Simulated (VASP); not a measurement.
Input of a VASP 6.6.1 run:

File POSCAR:

```
HC18N
1.0
    7.3980000000      0.0000000000      0.0000000000
   -3.6990000000      6.4068560000      0.0000000000
    0.0000000000      0.0000000000     12.0000000000
C N H
18 1 1
Direct
    0.0024957832     -0.0005775063      0.0792333333
    0.2197748086      0.1060270435      0.1014833333
    0.0128062545      0.3380753368      0.0978166667
    0.2298251321      0.4455383421      0.1019750000
    0.0042303216      0.6716398808      0.0658583333
    0.2158517960      0.7681458737      0.0668500000
    0.3260000639     -0.0103951142      0.0804500000
    0.5465039094      0.0988472349      0.0685333333
    0.3461151942      0.3325656141      0.1140416667
    0.5730249570      0.4483478324      0.0934083333
    0.3371408909      0.6727948935      0.0796750000
    0.5591476031      0.7802578987      0.0766666667
    0.6609056405     -0.0129548721      0.0757166667
    0.8925116242      0.1099759383      0.0717000000
    0.6625852855      0.3239810603      0.0787333333
    0.8910338848      0.4438682561      0.0797250000
    0.6663324672      0.6649439288      0.0715916667
    0.8927607059      0.7888736691      0.0643333333
    0.2679981165      0.1813057762      0.2186166667
    0.1385843916      0.1831163366      0.2393333333
```

File INCAR.step1:

```
SYSTEM = HC18N
  PREC = Accurate
  ENCUT = 520
  ISMEAR = -1
  SIGMA = 0.02
  LREAL = Auto
  LASPH = .True.
  NELM = 100
  NBANDS = 55
  GGA = PE
  ALGO = Normal
  EDIFF = 1E-4
  LWAVE = .True.
  LCHARG = .False.
```

Contents of INCAR.step2:

```
SYSTEM = HC18N
  PREC = Accurate
  ENCUT = 520
  EDIFF = 1E-7
  ISMEAR = -1
  SIGMA = 0.02
  LREAL = Auto
  LASPH = .True.
  NELM = 100
  ALGO = Normal
  ISIF = 2
  LWAVE = .False.
  LCHARG = .False.
  METAGGA = R2SCAN
  LMIXTAU = .True.
  NBANDS = 55
  ISTART = 1
```

The input KPOINTS:

```
Automatic mesh
0
Gamma
  2 2 1
  0 0 0
```

Potentials or basis: VASP PAW PBE potentials, release 64 (C, N, H).

Launch:

```bash
$ cat potpaw_PBE.64/C/POTCAR potpaw_PBE.64/N/POTCAR potpaw_PBE.64/H/POTCAR > POTCAR
$ cp INCAR.step1 INCAR
$ mpirun -np 1 vasp_std > vasp.out
$ cp INCAR.step2 INCAR
$ mpirun -np 1 vasp_std > vasp.out
```

Q: Predict the largest force.

A: 5.611 eV/Å.

Q: What does it give for the band gap on the k mesh?

A: 0.18 eV, direct.

Forces on the atoms (eV/Å):
```
C   -3.384  1.650 -1.783
C    1.654 -1.621  0.572
C   -2.158 -0.868 -2.355
C   -0.622  1.854 -1.082
C   -2.818 -3.627  0.879
C    1.753  2.729  0.964
C    2.685  0.610 -2.147
C   -0.508 -0.237  2.043
C   -1.220  1.260  1.280
C   -1.618 -1.080 -1.212
C    0.375 -3.495  0.658
C   -0.311 -3.307  0.032
C    0.817  5.326 -1.566
C    0.068 -0.211  2.575
C    1.771  1.690  0.217
C    0.753  0.662 -0.295
C    1.880  1.119  0.977
C    0.827 -4.152  0.121
N    1.134  1.455 -0.764
H   -1.075  0.244  0.887
```

Caveat: the k points lie up to 0.49 Å⁻¹ apart; the PAW data sets were made with another functional, which shifts forces and pressure a little.
